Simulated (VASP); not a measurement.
# TiTe2 (P-3m1) in VASP: a series of runs

The runs below take TiTe2 through single point, with PBE+D3(BJ).

All numbers are computed with VASP 6.6.1; they aren't measurements. Logs are shortened: lines on timing, memory, paths and dates and some standing lists are left out, and cuts for length are marked.

### 1 The cell of the first run

The structure is trigonal, space group P-3m1 (No. 164). Conventional cell: a = 3.588 Å, b = 3.588 Å, c = 6.168 Å, α = 90.00°, β = 90.00°, γ = 120.00°. Within 3.6 Å of Ti (site symmetry -3m) lie 6 Te at 2.70 Å and 6 Ti at 3.59 Å. Te (site symmetry 3m) has 3 Ti at 2.70 Å and 9 Te at 3.40 to 3.59 Å within 3.6 Å.

### 2 Single point, PBE+D3(BJ) (22.92 Å³/atom)

File INCAR:

```
SYSTEM = TiTe2
PREC     = Accurate       ! precision mode
ENCUT    = 520            ! plane-wave cutoff, eV
EDIFF    = 1E-7           ! SCF threshold, eV
ISMEAR   = 0              ! smearing method
SIGMA    = 0.1            ! smearing width, eV
LREAL    = .False.        ! projectors in reciprocal space
LASPH    = .True.         ! aspherical terms in the spheres
NELM     = 60             ! most SCF steps
ALGO     = Normal         ! electronic algorithm
ISIF     = 2              ! what is computed and relaxed
LWAVE    = .False.        ! write WAVECAR
LCHARG   = .False.        ! write CHGCAR
GGA      = PE             ! functional
IVDW     = 12             ! dispersion correction
NBANDS   = 19             ! bands
```

File KPOINTS:

```
Automatic mesh
0
Gamma
  18 18 10
  0 0 0
```

File POSCAR:

```
TiTe2
1.0
    3.5882525606      0.0000000000      0.0000000000
   -1.7941262803      3.1075178727      0.0000000000
    0.0000000000      0.0000000000      6.1677618552
Ti Te
1 2
Direct
    0.0000000000      0.0000000000      0.0000000000
    0.6666666667      0.3333333333      0.2819575545
    0.3333333333      0.6666666667      0.7180424455
```

Potentials or basis: VASP PAW PBE potentials, release 64 (Ti_sv, Te).

Started as:

```
$ cat potpaw_PBE.64/Ti_sv/POTCAR potpaw_PBE.64/Te/POTCAR > POTCAR
$ mpirun -np 1 vasp_std > vasp.out
```

OUTCAR:

```text
SYSTEM = TiTe2
   PREC = Accurate
   ENCUT = 520
   EDIFF = 1E-7
   ISMEAR = 0
   LREAL = .False.
   LASPH = .True.
   NELM = 60
   ISIF = 2
   GGA = PE
   IVDW = 12
 IVDW          = 12

 ion  position               nearest neighbor table
   1  0.000  0.000  0.000-   2 2.70   3 2.70   2 2.70   3 2.70   2 2.70   3 2.70
   2  0.667  0.333  0.282-   1 2.70   1 2.70   1 2.70   3 3.40   3 3.40   3 3.40
   3  0.333  0.667  0.718-   1 2.70   1 2.70   1 2.70   2 3.40   2 3.40   2 3.40

  LATTYP: Found a hexagonal cell.
 ALAT       =     3.5882525606
 C/A-ratio  =     1.7188761803

  Lattice vectors:

 A1 = (   3.5882525606,   0.0000000000,   0.0000000000)
 A2 = (  -1.7941262803,   3.1075178727,   0.0000000000)
 A3 = (   0.0000000000,   0.0000000000,   6.1677618552)

Analysis of symmetry for initial positions (statically):
=====================================================================
 Subroutine PRICEL returns:
 Original cell was already a primitive cell.

 Routine SETGRP: Setting up the symmetry group for a
 hexagonal supercell.

 Subroutine GETGRP returns: Found 12 space group operations
 (whereof 12 operations were pure point group operations)
 out of a pool of 24 trial point group operations.

The static configuration has the point symmetry D_3d.

Analysis of symmetry for dynamics (positions and initial velocities):
=====================================================================
 Subroutine PRICEL returns:
 Original cell was already a primitive cell.

 Routine SETGRP: Setting up the symmetry group for a
 hexagonal supercell.

 Subroutine GETGRP returns: Found 12 space group operations
 (whereof 12 operations were pure point group operations)
 out of a pool of 24 trial point group operations.

The dynamic configuration has the point symmetry D_3d.

 Subroutine INISYM returns: Found 12 space group operations
 (whereof 12 operations are pure point group operations),
 and found     1 'primitive' translations

----------------------------------------------------------------------------------------

                                     Primitive cell

  volume of cell :      68.7740

  direct lattice vectors                    reciprocal lattice vectors
     3.588252561  0.000000000  0.000000000     0.278687184  0.160900120  0.000000000
    -1.794126280  3.107517873  0.000000000     0.000000000  0.321800241  0.000000000
     0.000000000  0.000000000  6.167761855     0.000000000  0.000000000  0.162133368

  length of vectors
     3.588252561  3.588252561  6.167761855     0.321800241  0.321800241  0.162133368

  position of ions in fractional coordinates (direct lattice)
     0.000000000  0.000000000  0.000000000
     0.666666667  0.333333333  0.281957555
     0.333333333  0.666666667  0.718042445

  ion indices of the primitive-cell ions
   primitive index   ion index
                 1           1
                 2           2
                 3           3

----------------------------------------------------------------------------------------

 KPOINTS: Automatic mesh

Automatic generation of k-mesh.
 Grid dimensions read from file:
 generate k-points for:   18   18   10

 Generating k-lattice:

  Cartesian coordinates                     Fractional coordinates (reciprocal lattice)
     0.015482621  0.008938896  0.000000000     0.055555556  0.000000000  0.000000000
     0.000000000  0.017877791  0.000000000     0.000000000  0.055555556  0.000000000
     0.000000000  0.000000000  0.016213337     0.000000000  0.000000000  0.100000000

  Length of vectors
     0.017877791  0.017877791  0.016213337

  Shift w.r.t. Gamma in fractional coordinates (k-lattice)
     0.000000000  0.000000000  0.000000000

 Subroutine IBZKPT returns following result:
 ===========================================

 Found    330 irreducible k-points:

 Following reciprocal coordinates:
            Coordinates               Weight
  0.000000  0.000000  0.000000      1.000000
  0.055556 -0.000000  0.000000      6.000000
  0.111111 -0.000000  0.000000      6.000000
  0.166667 -0.000000  0.000000      6.000000
  0.222222 -0.000000  0.000000      6.000000
  0.277778  0.000000  0.000000      6.000000
[... 16 lines left out ...]
  0.333333  0.111111  0.000000     12.000000
  0.388889  0.111111  0.000000     12.000000
 [... further k-points ...]
   k-points           NKPTS =    330   k-points in BZ     NKDIM =    330   number of bands    NBANDS=     19
   number of dos      NEDOS =    301   number of ions     NIONS =      3
   total plane-waves  NPLWV =  37632
   dimension x,y,z NGX =    28 NGY =   28 NGZ =   48
   dimension x,y,z NGXF=    56 NGYF=   56 NGZF=   96
   ions per type =               1   2
   NGX,Y,Z   is equivalent  to a cutoff of  12.97, 12.97, 12.94 a.u.
   NGXF,Y,Z  is equivalent  to a cutoff of  25.95, 25.95, 25.88 a.u.
 SYSTEM =  TiTe2
   PREC   = accura    normal or accurate (medium, high low for compatibility)
   ISTART =      0    job   : 0-new  1-cont  2-samecut
   ICHARG =      2    charge: 1-file 2-atom 10-const
   ISPIN  =      1    spin polarized calculation?
   LNONCOLLINEAR =      F non collinear calculations
   LSORBIT =      F    spin-orbit coupling
   LASPH  =      T    aspherical Exc in radial PAW
   ENCUT  =  520.0 eV  38.22 Ry    6.18 a.u.   6.67  6.67 11.47*2*pi/ulx,y,z
   NELM   =     60;   NELMIN=  2; NELMDL= -5     # of ELM steps
   EDIFF  = 0.1E-06   stopping-criterion for ELM
   LREAL  =      F    real-space projection
   EDIFFG = 0.1E-05   stopping-criterion for IOM
   NSW    =      0    number of steps for IOM
   IBRION =     -1    ionic relax: 0-MD 1-quasi-New 2-CG
   NFREE  =      0    steps in history (QN), initial steepest desc. (CG)
   ISIF   =      2    stress and relaxation
   ISYM   =      2    0-nonsym 1-usesym 2-fastsym
   POTIM  = 0.5000    time-step for ionic-motion
   TEBEG  =    0.0;   TEEND  =   0.0 temperature during run
   PSTRESS=    0.0 pullay stress
   NELECT =      24.0000    total number of electrons
   NUPDOWN=      -1.0000    fix difference up-down
   EMIN   =  10.00;   EMAX   =-10.00  energy-range for DOS
   EFERMI =   0.00;   METHOD = LEGACY
   ISMEAR =     0;   SIGMA  =   0.10  broadening in eV -4-tet -1-fermi 0-gaus
   EFERMI_NEDOS =   21; number of points for ismear=-14 and -15
   IALGO  =     38    algorithm
   IMIX   =      4    mixing-type and parameters
     AMIX     =   0.40;   BMIX     =  1.00
     AMIX_MAG =   1.60;   BMIX_MAG =  1.00
  volume/ion in A,a.u.               =      22.92       154.70
  Fermi-wavevector in a.u.,A,eV,Ry     =   1.152578  2.178057 18.074484  1.328437
  Thomas-Fermi vector in A             =   2.289229
   LORBIT       =      0    0 simple, 1 ext, 2 COOP (PROOUT), +10 PAW based schemes
   GGA     = PE    functional components
   LHFCALC =     F    Hartree Fock is set to
   AEXX    =    0.0000 exact exchange contribution
   IVDW    =    12    specifies the selected vdW correction
   LEPSILON=     F    determine dielectric tensor
   LRPA    =     F    only Hartree local field effects (RPA)
 non-spin polarized calculation
 Gauss-broadening in eV      SIGMA  =   0.10
  energy-cutoff  :      520.00
  volume of cell :       68.77
 maximum number of plane-waves:      1882
 NGX is ok and might be reduce to    28
   NGX = 13   NGY = 13   NGZ = 23

 number of electron      23.9999998 magnetization

 Free energy of the ion-electron system (eV)
  ---------------------------------------------------
  ext. energy  EPLUGINS =         0.00000000
  ---------------------------------------------------
  free energy    TOTEN  =       -15.89483092 eV

  energy without entropy =      -15.88808900  energy(sigma->0) =      -15.89145996

 E-fermi :   8.8931     XC(G=0): -10.6445

 val. band max:        8.8898308764   @ k =   0.0000   0.3889   0.3000
 cond. band min:       8.8946206195   @ k =   0.3333   0.0556   0.2000
 fundamental gap:      0.0047897430
 Fermi energy:         8.8931402953

 k-point     1 :       0.0000    0.0000    0.0000
  band No.  band energies     occupation
      1     -48.3016      2.00000
      2     -24.5754      2.00000
      3     -24.5754      2.00000
      4     -24.5673      2.00000
      5      -4.5678      2.00000
      6      -2.4092      2.00000
[... 11 lines left out ...]
     18      14.2554      0.00000
     19      15.9355      0.00000

 k-point     2 :       0.0556   -0.0000    0.0000
  band No.  band energies     occupation
      1     -48.3014      2.00000
      2     -24.5777      2.00000
      3     -24.5759      2.00000
      4     -24.5668      2.00000
      5      -4.5255      2.00000
      6      -2.3857      2.00000
[... 11 lines left out ...]
     18      14.5783      0.00000
     19      16.1307      0.00000

 k-point     3 :       0.1111   -0.0000    0.0000
  band No.  band energies     occupation
      1     -48.3008      2.00000
      2     -24.5844      2.00000
      3     -24.5775      2.00000
      4     -24.5651      2.00000
      5      -4.3998      2.00000
      6      -2.3171      2.00000
[... 11 lines left out ...]
     18      15.1111      0.00000
     19      16.4732      0.00000

 k-point     4 :       0.1667   -0.0000    0.0000
  band No.  band energies     occupation
      1     -48.3000      2.00000
      2     -24.5947      2.00000
      3     -24.5798      2.00000
      4     -24.5627      2.00000
      5      -4.1940      2.00000
      6      -2.2092      2.00000
[... 11 lines left out ...]
     18      15.1060      0.00000
     19      16.5497      0.00000

 k-point     5 :       0.2222   -0.0000    0.0000
  band No.  band energies     occupation
      1     -48.2989      2.00000
      2     -24.6071      2.00000
      3     -24.5826      2.00000
      4     -24.5596      2.00000
      5      -3.9147      2.00000
      6      -2.0730      2.00000
[... 11 lines left out ...]
     18      14.8190      0.00000
     19      15.9093      0.00000

 k-point     6 :       0.2778    0.0000    0.0000
  band No.  band energies     occupation
      1     -48.2978      2.00000
      2     -24.6204      2.00000
      3     -24.5857      2.00000
      4     -24.5563      2.00000
      5      -3.5726      2.00000
      6      -1.9275      2.00000
[... 11 lines left out ...]
     18      14.5988      0.00000
     19      15.3215      0.00000

 k-point     7 :       0.3333   -0.0000    0.0000
  band No.  band energies     occupation
      1     -48.2968      2.00000
      2     -24.6328      2.00000
      3     -24.5885      2.00000
      4     -24.5533      2.00000
      5      -3.1852      2.00000
      6      -1.8022      2.00000
[... 11 lines left out ...]
     18      14.4621      0.00000
     19      15.0556      0.00000

 k-point     8 :       0.3889   -0.0000    0.0000
  band No.  band energies     occupation
      1     -48.2959      2.00000
      2     -24.6429      2.00000
      3     -24.5908      2.00000
      4     -24.5508      2.00000
      5      -2.7819      2.00000
      6      -1.7373      2.00000
[... 256 lines left out ...]
 k-point    20 :       0.1667    0.1111    0.0000
  band No.  band energies     occupation
      1     -48.2985      2.00000
      2     -24.6103      2.00000
      3     -24.5855      2.00000
      4     -24.5584      2.00000
      5      -3.7980      2.00000
      6      -2.0178      2.00000
[... 11 lines left out ...]
     18      15.6595      0.00000
     19      15.9977      0.00000

 k-point    21 :       0.2222    0.1111    0.0000
  band No.  band energies     occupation
      1     -48.2975      2.00000
      2     -24.6218      2.00000
      3     -24.5893      2.00000
      4     -24.5553      2.00000
      5      -3.4622      2.00000
      6      -1.8793      2.00000
[... 11 lines left out ...]
     18      15.2221      0.00000
     19      15.4048      0.00000

 k-point    22 :       0.2778    0.1111    0.0000
  band No.  band energies     occupation
      1     -48.2965      2.00000
      2     -24.6325      2.00000
      3     -24.5929      2.00000
      4     -24.5525      2.00000
      5      -3.0834      2.00000
      6      -1.7603      2.00000
[... 11 lines left out ...]
     18      14.6930      0.00000
     19      15.2931      0.00000

 k-point    23 :       0.3333    0.1111    0.0000
  band No.  band energies     occupation
      1     -48.2957      2.00000
      2     -24.6412      2.00000
      3     -24.5959      2.00000
      4     -24.5501      2.00000
      5      -2.6916      2.00000
      6      -1.6982      2.00000
[... 11 lines left out ...]
     18      14.3643      0.00000
     19      15.2795      0.00000

 k-point    24 :       0.3889    0.1111    0.0000
  band No.  band energies     occupation
      1     -48.2952      2.00000
      2     -24.6468      2.00000
      3     -24.5978      2.00000
      4     -24.5486      2.00000
      5      -2.3385      2.00000
      6      -1.7254      2.00000
[... 11 lines left out ...]
     18      14.1808      0.00000
     19      15.2918      0.00000

 [... further k-points ...]

------------------------ aborting loop because EDIFF is reached ----------------------------------------

 Edisp (eV)   -1.72322

 E8    (eV) :    -0.7970

  FORCE on cell =-STRESS in cart. coord.  units (eV):
  Direction    XX          YY          ZZ          XY          YZ          ZX
  --------------------------------------------------------------------------------------
  -------------------------------------------------------------------------------------
  Total       2.24792     2.24792     2.19510     0.00000    -0.00000     0.00000
  in kB      52.36820    52.36820    51.13756     0.00000    -0.00000     0.00000
  external pressure =       51.96 kB  Pullay stress =        0.00 kB

 VOLUME and BASIS-vectors are now :
 -----------------------------------------------------------------------------
  energy-cutoff  :      520.00
  volume of cell :       68.77
      direct lattice vectors                 reciprocal lattice vectors
     3.588252561  0.000000000  0.000000000     0.278687184  0.160900120  0.000000000
    -1.794126280  3.107517873  0.000000000     0.000000000  0.321800241  0.000000000
     0.000000000  0.000000000  6.167761855     0.000000000  0.000000000  0.162133368

 POSITION                                       TOTAL-FORCE (eV/Angst)
 -----------------------------------------------------------------------------------
      0.00000      0.00000      0.00000        -0.000000      0.000000     -0.000000
      1.79413      1.03584      1.73905         0.000000      0.000000      0.004955
     -0.00000      2.07168      4.42871        -0.000000     -0.000000     -0.004955
 -----------------------------------------------------------------------------------
    total drift:                               -0.000000      0.000000     -0.000000

  FREE ENERGIE OF THE ION-ELECTRON SYSTEM (eV)
  ---------------------------------------------------
  free  energy   TOTEN  =       -17.6180544339 eV

  energy  without entropy=      -17.6113125178  energy(sigma->0) =      -17.61468348
```

Run time: 3.1 min. Hardware: 1 thread of Intel Xeon 6975P-C (Granite Rapids), shared host; peak memory 0.52 GiB.

What came out:

| Item | Value |
| --- | --- |
| Free energy | -17.6181 eV |
| Pressure | 5.2 GPa |
| Largest force | 0.005 eV/Å |
| Band gap on the k mesh | zero (bands 12 and 13 overlap by 0.95 eV) |
| Dispersion energy per atom | -0.574 eV |

Forces on the atoms (eV/Å):
```
Ti   0.000  0.000  0.000
Te   0.000  0.000  0.005
Te   0.000  0.000 -0.005
```

Caveat: the cell stands under pressure; spin-orbit coupling is left out, which moves the levels of the heavy elements.

### 3 Single point, PBE+D3(BJ) (23.68 Å³/atom)

This run uses another cell than the first one, of 23.68 Å³/atom.

File INCAR:

```
ALGO = Normal
EDIFF = 1E-6
ENCUT = 520
GGA = PE
ISIF = 2
ISMEAR = 0
IVDW = 12
LASPH = T
LCHARG = F
LREAL = F
LWAVE = F
NBANDS = 19
NELM = 60
PREC = Accurate
SIGMA = 0.1
```

File KPOINTS:

```
k-points
0
Gamma
  18 18 10
```

File POSCAR:

```
TiTe2
1.0
    3.6290047437      0.0000000000      0.0000000000
   -1.8145023718      3.1428102985      0.0000000000
    0.0000000000      0.0000000000      6.2288087018
Ti Te
1 2
Direct
    0.0000000000      0.0000000000      0.0000000000
    0.6666666667      0.3333333333      0.2786502568
    0.3333333333      0.6666666667      0.7213497432
```

Potentials or basis: VASP PAW PBE potentials, release 64 (Ti_sv, Te).

Started as:

```
$ cat potpaw_PBE.64/Ti_sv/POTCAR potpaw_PBE.64/Te/POTCAR > POTCAR
$ mpirun -np 1 vasp_std > vasp.out
```

Run time: 3.3 min. Hardware: 1 thread of Intel Xeon 6975P-C (Granite Rapids), shared host; peak memory 0.53 GiB.

Results (log left out):

| Item | Value |
| --- | --- |
| Free energy | -17.6762 eV |
| Pressure | 3.0 GPa |
| Largest force | 0.006 eV/Å |
| Band gap on the k mesh | zero (bands 12 and 13 overlap by 0.87 eV) |
| Dispersion energy per atom | -0.556 eV |

Forces on the atoms (eV/Å):
```
Ti   0.000  0.000  0.000
Te   0.000  0.000  0.006
Te   0.000  0.000 -0.006
```

Levels at points of the mesh, in eV from the Fermi level:
| k point | band 9 | band 10 | band 11 | band 12 | band 13 | band 14 | band 15 | band 16 |
| --- | --- | --- | --- | --- | --- | --- | --- | --- |
| (0.00, 0.00, 0.00) | -1.61 | 0.15 | 0.48 | 0.48 | 0.96 | 1.45 | 1.45 | 3.11 |
| (0.50, 0.00, 0.00) | -3.15 | -2.66 | -1.73 | -1.30 | -0.11 | 1.40 | 1.77 | 2.47 |
| (0.00, 0.00, 0.50) | -1.48 | -1.48 | 0.46 | 0.46 | 0.87 | 0.87 | 1.20 | 3.86 |
| (0.50, 0.00, 0.50) | -2.76 | -2.22 | -0.84 | -0.52 | -0.34 | 1.40 | 1.78 | 2.54 |

Caveat: the cell stands under pressure; spin-orbit coupling is left out, which moves the levels of the heavy elements.
